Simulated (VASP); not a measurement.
# CaSe (Fm-3m) in VASP: notebook

Runs on CaSe. Level: r2SCAN. Tasks: single point.

Program: VASP 6.6.1. These are calculated values, not measurements. Logs are shortened: lines on timing, memory, paths and dates and some standing lists are left out, and cuts for length are marked.

**1. The cell of the first run**

The structure is cubic, space group Fm-3m (No. 225). The conventional cell has a = 5.935 Å, b = 5.935 Å, c = 5.935 Å, α = 90.00°, β = 90.00°, γ = 90.00°. Ca (site symmetry m-3m) has 6 Se at 2.97 Å within 3.9 Å. Within 3.9 Å of Se (site symmetry m-3m) lie 6 Ca at 2.97 Å.

**2. Single point, r2SCAN**

Input file POSCAR:

```
CaSe
1.0
    0.0000000000      2.9675351088      2.9675351088
    2.9675351088      0.0000000000      2.9675351088
    2.9675351088      2.9675351088      0.0000000000
Ca Se
1 1
Direct
    0.0000000000      0.0000000000      0.0000000000
    0.5000000000      0.5000000000      0.5000000000
```

Input file INCAR.step1:

```
PREC = Accurate
ENCUT = 520
ISMEAR = 0
SIGMA = 0.01
LREAL = F
LASPH = T
NELM = 100
NBANDS = 15
GGA = PE
ALGO = Normal
EDIFF = 1E-4
LWAVE = T
LCHARG = F
```

Input file INCAR.step2:

```
PREC = Accurate
ENCUT = 520
EDIFF = 1E-6
ISMEAR = 0
SIGMA = 0.01
LREAL = F
LASPH = T
NELM = 100
ALGO = Normal
ISIF = 2
LWAVE = F
LCHARG = F
METAGGA = R2SCAN
LMIXTAU = T
NBANDS = 15
ISTART = 1
```

Input file KPOINTS:

```
regular mesh
0
Gamma
  6 6 6
```

Potentials or basis: VASP PAW PBE potentials, release 64 (Ca_sv, Se).

Run with:

```sh
$ cat potpaw_PBE.64/Ca_sv/POTCAR potpaw_PBE.64/Se/POTCAR > POTCAR
$ cp INCAR.step1 INCAR
$ mpirun -np 1 vasp_std > vasp.out
$ cp INCAR.step2 INCAR
$ mpirun -np 1 vasp_std > vasp.out
```

OUTCAR:

```text
PREC = Accurate
   ENCUT = 520
   EDIFF = 1E-6
   ISMEAR = 0
   LREAL = F
   LASPH = T
   NELM = 100
   ISIF = 2
   METAGGA = R2SCAN
   ISTART = 1

 ion  position               nearest neighbor table
   1  0.000  0.000  0.000-   2 2.97   2 2.97   2 2.97   2 2.97   2 2.97   2 2.97
   2  0.500  0.500  0.500-   1 2.97   1 2.97   1 2.97   1 2.97   1 2.97   1 2.97

  LATTYP: Found a face centered cubic cell.
 ALAT       =     5.9350702176

  Lattice vectors:

 A1 = (   0.0000000000,   2.9675351088,   2.9675351088)
 A2 = (   2.9675351088,   0.0000000000,   2.9675351088)
 A3 = (   2.9675351088,   2.9675351088,   0.0000000000)

Analysis of symmetry for initial positions (statically):
=====================================================================
 Subroutine PRICEL returns:
 Original cell was already a primitive cell.

 Routine SETGRP: Setting up the symmetry group for a
 face centered cubic supercell.

 Subroutine GETGRP returns: Found 48 space group operations
 (whereof 48 operations were pure point group operations)
 out of a pool of 48 trial point group operations.

The static configuration has the point symmetry O_h .

Analysis of symmetry for dynamics (positions and initial velocities):
=====================================================================
 Subroutine PRICEL returns:
 Original cell was already a primitive cell.

 Routine SETGRP: Setting up the symmetry group for a
 face centered cubic supercell.

 Subroutine GETGRP returns: Found 48 space group operations
 (whereof 48 operations were pure point group operations)
 out of a pool of 48 trial point group operations.

The dynamic configuration has the point symmetry O_h .

 Subroutine INISYM returns: Found 48 space group operations
 (whereof 48 operations are pure point group operations),
 and found     1 'primitive' translations

----------------------------------------------------------------------------------------

                                     Primitive cell

  volume of cell :      52.2658

  direct lattice vectors                    reciprocal lattice vectors
     0.000000000  2.967535109  2.967535109    -0.168490003  0.168490003  0.168490003
     2.967535109  0.000000000  2.967535109     0.168490003 -0.168490003  0.168490003
     2.967535109  2.967535109  0.000000000     0.168490003  0.168490003 -0.168490003

  length of vectors
     4.196728398  4.196728398  4.196728398     0.291833246  0.291833246  0.291833246

  position of ions in fractional coordinates (direct lattice)
[... 79 lines left out ...]
   TEBEG  =    0.0;   TEEND  =   0.0 temperature during run
   PSTRESS=    0.0 pullay stress
   NELECT =      16.0000    total number of electrons
   NUPDOWN=      -1.0000    fix difference up-down
   EMIN   =  10.00;   EMAX   =-10.00  energy-range for DOS
   EFERMI =   0.00;   METHOD = LEGACY
   ISMEAR =     0;   SIGMA  =   0.01  broadening in eV -4-tet -1-fermi 0-gaus
   EFERMI_NEDOS =   21; number of points for ismear=-14 and -15
   IALGO  =     38    algorithm
   IMIX   =      4    mixing-type and parameters
     AMIX     =   0.40;   BMIX     =  1.00
     AMIX_MAG =   1.60;   BMIX_MAG =  1.00
  volume/ion in A,a.u.               =      26.13       176.35
  Fermi-wavevector in a.u.,A,eV,Ry     =   1.103339  2.085008 16.563146  1.217357
  Thomas-Fermi vector in A             =   2.239796
   LORBIT       =      0    0 simple, 1 ext, 2 COOP (PROOUT), +10 PAW based schemes
   METAGGA = R2SCAN    functional components
   LHFCALC =     F    Hartree Fock is set to
   AEXX    =    0.0000 exact exchange contribution
   IVDW    =     0    specifies the selected vdW correction
   LEPSILON=     F    determine dielectric tensor
   LRPA    =     F    only Hartree local field effects (RPA)
 non-spin polarized calculation
 Gauss-broadening in eV      SIGMA  =   0.01
  energy-cutoff  :      520.00
  volume of cell :       52.27
 maximum number of plane-waves:      1420
   NGX = 15   NGY = 15   NGZ = 15

 number of electron      15.9999997 magnetization

 Free energy of the ion-electron system (eV)
  ---------------------------------------------------
  ext. energy  EPLUGINS =         0.00000000
  ---------------------------------------------------
  free energy    TOTEN  =       -25.97854220 eV

  energy without entropy =      -25.97854220  energy(sigma->0) =      -25.97854220

 E-fermi :   2.1679     XC(G=0):  -9.5352

 val. band max:        2.1150086734   @ k =   0.0000   0.0000   0.0000
 cond. band min:       4.6316199606   @ k =   0.5000   0.5000   0.0000
 fundamental gap:      2.5166112872
 Fermi energy:         2.1679137412

 k-point     1 :       0.0000    0.0000    0.0000
  band No.  band energies     occupation
      1     -39.2138      2.00000
      2     -19.3233      2.00000
      3     -19.3233      2.00000
      4     -19.3232      2.00000
      5     -10.0436      2.00000
      6       2.1150      2.00000
      7       2.1150      2.00000
      8       2.1150      2.00000
      9       6.1940      0.00000
     10       6.3447      0.00000
     11       6.3448      0.00000
     12       6.3448      0.00000
     13       6.9337      0.00000
     14       6.9337      0.00000
[... 257 lines left out ...]
      2     -19.3897      2.00000
      3     -19.3664      2.00000
      4     -19.3598      2.00000
      5      -9.3858      2.00000
      6      -0.1564      2.00000
      7       0.5571      2.00000
      8       0.6301      2.00000
      9       5.9298      0.00000
     10       7.9078      0.00000
     11       8.0299      0.00000
     12       8.5268      0.00000
     13       8.7410      0.00000
     14       9.8105      0.00000
     15      12.3023      0.00000

------------------------ aborting loop because EDIFF is reached ----------------------------------------

  FORCE on cell =-STRESS in cart. coord.  units (eV):
  Direction    XX          YY          ZZ          XY          YZ          ZX
  --------------------------------------------------------------------------------------
  -------------------------------------------------------------------------------------
  Total        0.0768263      0.0768263      0.0768263      0.0000000      0.0000000      0.0000000
  in kB        2.3550638      2.3550638      2.3550638      0.0000000      0.0000000      0.0000000
  external PRESSURE =       2.3550638 kB  Pullay stress =       0.0000000 kB

 VOLUME and BASIS-vectors are now :
 -----------------------------------------------------------------------------
  energy-cutoff  :      520.00
  volume of cell :       52.27
      direct lattice vectors                 reciprocal lattice vectors
     0.000000000  2.967535109  2.967535109    -0.168490003  0.168490003  0.168490003
     2.967535109  0.000000000  2.967535109     0.168490003 -0.168490003  0.168490003
     2.967535109  2.967535109  0.000000000     0.168490003  0.168490003 -0.168490003

 POSITION                                       TOTAL-FORCE (eV/Angst)
 -----------------------------------------------------------------------------------
      0.00000      0.00000      0.00000         0.000000     -0.000000     -0.000000
      2.96754      2.96754      2.96754        -0.000000      0.000000      0.000000
 -----------------------------------------------------------------------------------
    total drift:                                0.000000     -0.000000     -0.000000

  FREE ENERGIE OF THE ION-ELECTRON SYSTEM (eV)
  ---------------------------------------------------
  free  energy   TOTEN  =       -25.9785422022 eV

  energy  without entropy=      -25.9785422022  energy(sigma->0) =      -25.97854220
```

OSZICAR.step1:

```text
N       E                     dE             d eps       ncg     rms          rms(c)
DAV:   1     0.106982393742E+03    0.10698E+03   -0.73577E+03   480   0.973E+02
DAV:   2    -0.465441622813E+01   -0.11164E+03   -0.10560E+03   592   0.240E+02
DAV:   3    -0.940244775426E+01   -0.47480E+01   -0.46685E+01   634   0.479E+01
DAV:   4    -0.962423086557E+01   -0.22178E+00   -0.22172E+00   657   0.877E+00
DAV:   5    -0.962606470081E+01   -0.18338E-02   -0.18336E-02   620   0.839E-01    0.426E+00
DAV:   6    -0.948626845824E+01    0.13980E+00   -0.18632E-01   578   0.229E+00    0.253E+00
DAV:   7    -0.947905033645E+01    0.72181E-02   -0.99624E-02   631   0.199E+00    0.812E-01
DAV:   8    -0.948295853489E+01   -0.39082E-02   -0.11232E-02   522   0.828E-01    0.112E-01
DAV:   9    -0.948305799485E+01   -0.99460E-04   -0.60394E-04   641   0.251E-01
   1 F= -.94830580E+01 E0= -.94830580E+01  d E =-.529563E-29
```

Wall time 31 s (1 thread of Intel Xeon Platinum 8488C (Sapphire Rapids), shared host); peak memory 0.19 GiB.

What came out:

```yaml
Free_energy: -25.9785 eV
Pressure: 0.2 GPa
Band_gap_on_the_k_mesh: 2.52 eV, indirect (least direct gap 3.46 eV)
```

Levels at points of the mesh, in eV from the valence-band top:
```
           k point  band 6  band 7  band 8  band 9  band 10  band 11
(0.00, 0.00, 0.00)    0.00    0.00    0.00    4.08     4.23     4.23
(0.50, 0.00, 0.00)   -3.24   -1.17   -1.17    5.10     6.07     6.09
(0.50, 0.50, 0.00)   -2.52   -0.94   -0.94    2.52     5.60     5.76
```

Caveat: the PAW data sets were made with another functional, which shifts forces and pressure a little.

**3. Single point, r2SCAN (volume changed by +3%)**

Input file POSCAR:

```
CaSe
1.0
    0.0000000000      2.9969185555      2.9969185555
    2.9969185555      0.0000000000      2.9969185555
    2.9969185555      2.9969185555      0.0000000000
Ca Se
1 1
Direct
    0.0000000000      0.0000000000      0.0000000000
    0.5000000000      0.5000000000      0.5000000000
```

Input file INCAR.step1:

```
PREC = Accurate
ENCUT = 520
ISMEAR = 0
SIGMA = 0.01
LREAL = False
LASPH = True
NELM = 100
NBANDS = 15
GGA = PE
ALGO = Normal
EDIFF = 1E-4
LWAVE = True
LCHARG = False
```

Input file INCAR.step2:

```
PREC = Accurate
ENCUT = 520
EDIFF = 1E-7
ISMEAR = 0
SIGMA = 0.01
LREAL = False
LASPH = True
NELM = 100
ALGO = Normal
ISIF = 2
LWAVE = False
LCHARG = False
METAGGA = R2SCAN
LMIXTAU = True
NBANDS = 15
ISTART = 1
```

Input file KPOINTS:

```
Automatic mesh
0
Gamma
  6 6 6
```

Potentials or basis: VASP PAW PBE potentials, release 64 (Ca_sv, Se).

Run with:

```sh
$ cat potpaw_PBE.64/Ca_sv/POTCAR potpaw_PBE.64/Se/POTCAR > POTCAR
$ cp INCAR.step1 INCAR
$ mpirun -np 1 vasp_std > vasp.out
$ cp INCAR.step2 INCAR
$ mpirun -np 1 vasp_std > vasp.out
```

OUTCAR:

```text
PREC = Accurate
   ENCUT = 520
   EDIFF = 1E-7
   ISMEAR = 0
   LREAL = False
   LASPH = True
   NELM = 100
   ISIF = 2
   METAGGA = R2SCAN
   ISTART = 1

 ion  position               nearest neighbor table
   1  0.000  0.000  0.000-
   2  0.500  0.500  0.500-

  LATTYP: Found a face centered cubic cell.
 ALAT       =     5.9938371110

  Lattice vectors:

 A1 = (   0.0000000000,   2.9969185555,   2.9969185555)
 A2 = (   2.9969185555,   0.0000000000,   2.9969185555)
 A3 = (   2.9969185555,   2.9969185555,   0.0000000000)

Analysis of symmetry for initial positions (statically):
=====================================================================
 Subroutine PRICEL returns:
 Original cell was already a primitive cell.

 Routine SETGRP: Setting up the symmetry group for a
 face centered cubic supercell.

 Subroutine GETGRP returns: Found 48 space group operations
 (whereof 48 operations were pure point group operations)
 out of a pool of 48 trial point group operations.

The static configuration has the point symmetry O_h .

[... 161 lines left out ...]
      2     -19.6117      2.00000
      3     -19.6117      2.00000
      4     -19.6116      2.00000
      5     -10.1402      2.00000
      6       1.9168      2.00000
      7       1.9168      2.00000
      8       1.9168      2.00000
      9       5.8268      0.00000
     10       6.1529      0.00000
     11       6.1530      0.00000
     12       6.1530      0.00000
     13       6.7147      0.00000
     14       6.7147      0.00000
[... 257 lines left out ...]
      2     -19.6697      2.00000
      3     -19.6494      2.00000
      4     -19.6434      2.00000
      5      -9.5235      2.00000
      6      -0.2823      2.00000
      7       0.4136      2.00000
      8       0.4882      2.00000
      9       5.7445      0.00000
     10       7.6266      0.00000
     11       7.7612      0.00000
     12       8.2142      0.00000
     13       8.4402      0.00000
     14       9.4343      0.00000
     15      11.9314      0.00000

------------------------ aborting loop because EDIFF is reached ----------------------------------------

  FORCE on cell =-STRESS in cart. coord.  units (eV):
  Direction    XX          YY          ZZ          XY          YZ          ZX
  --------------------------------------------------------------------------------------
  -------------------------------------------------------------------------------------
  Total       -0.4158965     -0.4158965     -0.4158965      0.0000000      0.0000000      0.0000000
  in kB      -12.3777302    -12.3777302    -12.3777302      0.0000000      0.0000000      0.0000000
  external PRESSURE =     -12.3777302 kB  Pullay stress =       0.0000000 kB

 VOLUME and BASIS-vectors are now :
 -----------------------------------------------------------------------------
  energy-cutoff  :      520.00
  volume of cell :       53.83
      direct lattice vectors                 reciprocal lattice vectors
     0.000000000  2.996918556  2.996918556    -0.166838034  0.166838034  0.166838034
     2.996918556  0.000000000  2.996918556     0.166838034 -0.166838034  0.166838034
     2.996918556  2.996918556  0.000000000     0.166838034  0.166838034 -0.166838034

 POSITION                                       TOTAL-FORCE (eV/Angst)
 -----------------------------------------------------------------------------------
      0.00000      0.00000      0.00000         0.000000      0.000000      0.000000
      2.99692      2.99692      2.99692        -0.000000     -0.000000     -0.000000
 -----------------------------------------------------------------------------------
    total drift:                                0.000000     -0.000000     -0.000000

  FREE ENERGIE OF THE ION-ELECTRON SYSTEM (eV)
  ---------------------------------------------------
  free  energy   TOTEN  =       -25.9738175332 eV

  energy  without entropy=      -25.9738175332  energy(sigma->0) =      -25.97381753
```

OUTCAR.step1:

```text
PREC = Accurate
   ENCUT = 520
   ISMEAR = 0
   LREAL = False
   LASPH = True
[... 498 lines left out ...]
      0.00000      0.00000      0.00000         0.000000      0.000000      0.000000
      2.99692      2.99692      2.99692        -0.000000     -0.000000     -0.000000
 -----------------------------------------------------------------------------------
    total drift:                                0.000000     -0.000000     -0.000000

  FREE ENERGIE OF THE ION-ELECTRON SYSTEM (eV)
  ---------------------------------------------------
  free  energy   TOTEN  =        -9.4836638621 eV

  energy  without entropy=       -9.4836638621  energy(sigma->0) =       -9.48366386
```

OSZICAR.step1:

```text
N       E                     dE             d eps       ncg     rms          rms(c)
DAV:   1     0.109702533005E+03    0.10970E+03   -0.74126E+03   480   0.972E+02
DAV:   2    -0.456078808552E+01   -0.11426E+03   -0.10877E+03   627   0.240E+02
DAV:   3    -0.937018362278E+01   -0.48094E+01   -0.47643E+01   649   0.468E+01
DAV:   4    -0.963020930525E+01   -0.26003E+00   -0.25996E+00   671   0.870E+00
DAV:   5    -0.963153289433E+01   -0.13236E-02   -0.13235E-02   642   0.747E-01    0.427E+00
DAV:   6    -0.948514486368E+01    0.14639E+00   -0.20005E-01   550   0.234E+00    0.252E+00
DAV:   7    -0.947913729607E+01    0.60076E-02   -0.10161E-01   645   0.198E+00    0.828E-01
DAV:   8    -0.948340511021E+01   -0.42678E-02   -0.11965E-02   487   0.844E-01    0.113E-01
DAV:   9    -0.948351901262E+01   -0.11390E-03   -0.65460E-04   663   0.250E-01    0.508E-02
DAV:  10    -0.948364153098E+01   -0.12252E-03   -0.14926E-04   477   0.760E-02    0.166E-02
DAV:  11    -0.948366386206E+01   -0.22331E-04   -0.52187E-05   401   0.639E-02
   1 F= -.94836639E+01 E0= -.94836639E+01  d E =-.541925-122
```

Wall time 42 s (1 thread of Intel Xeon Platinum 8488C (Sapphire Rapids), shared host); peak memory 0.19 GiB.

What came out:

```
Free energy            : -25.9738 eV
Pressure               : -1.2 GPa
Band gap on the k mesh : 2.58 eV, indirect (least direct gap 3.49 eV)
```

Levels at points of the mesh, in eV from the valence-band top:
```tsv
k point	band 4	band 5	band 6	band 7	band 8	band 9	band 10	band 11	band 12	band 13
(0.00, 0.00, 0.00)	-21.53	-12.06	0.00	0.00	0.00	3.91	4.24	4.24	4.24	4.80
(0.50, 0.00, 0.00)	-21.53	-11.41	-3.13	-1.11	-1.11	5.05	5.98	6.01	6.01	7.92
(0.50, 0.50, 0.00)	-21.56	-11.50	-2.44	-0.91	-0.91	2.58	5.54	5.63	6.51	6.52
```

Caveat: the PAW data sets were made with another functional, which shifts forces and pressure a little.
